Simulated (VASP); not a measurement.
The system is Ga.

```
Ga
1.0
    -2.28298    0.00000    3.86922
     0.00000   -4.57203    0.00000
     2.28298    0.00000    3.86922
Ga
4
Direct
  0.15250 0.92150 0.15250
  0.65250 0.57850 0.65250
  0.84750 0.07850 0.84750
  0.34750 0.42150 0.34750
```

- Program: VASP 6.6.1
- Task: relaxation of cell and atoms
- Functional: PBE
- Potentials or basis: VASP PAW PBE potentials, release 64 (Ga_d)
- Cutoff: 600 eV
- k mesh: 6 × 6 × 6
- Occupations: fermi-dirac, width 0.1 eV
- Spin: no spin polarisation

At the start: pressure 0.4 GPa; volume 20.19 Å³/atom.

How do energy, volume and symmetry change on relaxing?

Over 5 steps the energy falls by 6.2 meV/atom and the volume is 20.35 Å³/atom (+0.8 %); space group Cmce (No. 64, to 0.05 Å).

The path:
```tsv
step	energy change (eV)	largest force (eV/Å)	pressure (GPa)	volume (Å³)
1	0.0000	0.4169	0.42	80.77
2	-0.0223	0.0410	-0.03	81.39
3	-0.0223	0.0388	-0.01	81.39
4	-0.0237	0.0315	0.03	81.39
5	-0.0250	0.0243	-0.03	81.38
```

Final structure:
```yaml
crystal:
  lattice:
    - [-2.27171, 0.00000, 3.89050]
    - [0.00000, -4.60394, 0.00000]
    - [2.27171, 0.00000, 3.89050]
  atoms:
    - { symbol: Ga, position: [0.15568, 0.91955, 0.15568] }
    - { symbol: Ga, position: [0.65568, 0.58045, 0.65568] }
    - { symbol: Ga, position: [0.84432, 0.08045, 0.84432] }
    - { symbol: Ga, position: [0.34432, 0.41955, 0.34432] }
```
